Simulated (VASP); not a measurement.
Runs of VASP 6.6.1 on LiH. The structure is that of space group Fm-3m (No. 225), or close to it. The cells are those of the table. 

```tsv
level	cell	k mesh	grid for exact exchange (PRECFOCK)	share of exact exchange	screening parameter	gap on the mesh (eV)
HSE06	a = 2.918 Å, angles 60.0°, 2 atoms	8 × 8 × 8	Normal	0.25	0.2079 1/Å	4.01
HSE06	a = 2.842 Å, angles 59.8°, 2 atoms	8 × 8 × 8	Normal	0.25	0.2079 1/Å	3.97
HSE06	a = 2.833, b = 2.833, c = 2.840 Å, angles 59.9, 59.9, 59.8°, 2 atoms	8 × 8 × 8	Normal	0.25	0.2079 1/Å	3.97
PBE	a = 2.842 Å, angles 59.8°, 2 atoms	6 × 6 × 6	-	-	-	(b)
HSE06	a = 2.833 Å, angles 60.0°, 2 atoms	8 × 8 × 8	Normal	0.25	0.2079 1/Å	3.97
PBE	a = 2.918 Å, angles 60.0°, 2 atoms	6 × 6 × 6	-	-	-	(a)
PBE	a = 2.826, b = 2.826, c = 2.833 Å, angles 59.9, 59.9, 60.2°, 2 atoms	6 × 6 × 6	-	-	-	2.92
HSE06	a = 2.826, b = 2.826, c = 2.833 Å, angles 59.9, 59.9, 60.2°, 2 atoms	8 × 8 × 8	Normal	0.25	0.2079 1/Å	3.91
```

Alike in all rows: task single point; potentials or basis VASP PAW PBE potentials, release 64 (Li_sv, H); no spin polarisation; cutoff (eV) 520; smearing gaussian 0.01 eV.

Problem. Fill in the values left out.

Solution. (a) 3.03; (b) 2.98.

Caveats: some runs use coarse meshes.

A k mesh can miss the band edges.
